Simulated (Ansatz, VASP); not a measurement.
**Two plane-wave programs on Al**

```
CELL_PARAMETERS angstrom
2.81442 0.00000 0.00000
-1.40721 2.43736 0.00000
0.00000 0.00000 9.24105
ATOMIC_POSITIONS crystal
Al 0.00000 0.00000 0.00000
Al 0.33333 0.66667 0.23485
Al 0.00000 0.00000 0.50000
Al 0.66667 0.33333 0.75000
```

Alike in both runs: task single point; functional PBE; dispersion D3(BJ); k mesh 18 × 18 × 4; occupations gaussian, width 0.15 eV; no spin polarisation.

|  | VASP | Ansatz |
| --- | --- | --- |
| version | VASP 6.6.1 | Ansatz 0.2.0 |
| potentials or method | VASP PAW PBE potentials, release 64 (Al), cutoff 520 eV | scalar-relativistic, plane waves, PAW |
| valence electrons in the cell | 12 | 12 |

VASP gave:

* gap on the k mesh at the Fermi level (eV): none
* pressure (GPa): 0.5
* traceless stress, the component that is largest in VASP (GPa): 0.57
* rms of the force components (eV/Å): 0.289

Estimate Ansatz's values.

gap on the k mesh at the Fermi level (eV): none; pressure (GPa): 0.5; traceless stress, the component that is largest in VASP (GPa): 0.57; rms of the force components (eV/Å): 0.288.

Atom by atom the forces differ by 0.000 eV/Å (rms over components). A gap of «none» marks a metal or a gap that the smearing closes.
